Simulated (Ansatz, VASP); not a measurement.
**One calculation of Al3CoNi2, two programs**

```
CELL_PARAMETERS angstrom
4.17918 0.00000 0.00000
-2.08959 3.61928 0.00000
0.00000 0.00000 5.11843
ATOMIC_POSITIONS crystal
Al 0.00000 0.00000 0.00000
Al 0.33333 0.66667 0.66667
Al 0.66667 0.33333 0.33333
Co 0.00000 0.00000 0.50000
Ni 0.33333 0.66667 0.16667
Ni 0.66667 0.33333 0.83333
```

Alike in both runs: task single point; functional PBE; k mesh 6 × 6 × 4; occupations gaussian, width 0.1 eV; collinear spin.

```csv
,VASP,Ansatz
version,VASP 6.6.1,Ansatz 0.2.0
potentials or method,"VASP PAW PBE potentials, release 64 (Al, Co, Ni), cutoff 520 eV","scalar-relativistic, plane waves, PAW"
valence electrons in the cell,38,62
```

VASP gave:

* gap on the k mesh at the Fermi level (eV): none
* pressure (GPa): -10.2
* traceless stress, the component that is largest in VASP (GPa): -0.55
* rms of the force components (eV/Å): 0.070
* net moment per atom (μB): 0.14
* size of the moment on the site where the two differ most (μB): 0.58

Which values does Ansatz return?

gap on the k mesh at the Fermi level (eV): none; pressure (GPa): -10.1; traceless stress, the component that is largest in VASP (GPa): -0.52; rms of the force components (eV/Å): 0.069; net moment per atom (μB): 0.14; size of the moment on the site where the two differ most (μB): 0.60.

Site moments also hang on the region over which each program counts them. Atom by atom the forces differ by 0.001 eV/Å (rms over components). A gap of «none» marks a metal or a gap that the smearing closes. The functional is the same, so the differences come from potentials, cutoffs and numerics. VASP's potentials hold 38 valence electrons a cell and Ansatz's 62, so a difference there can come from the potentials and not from the codes.
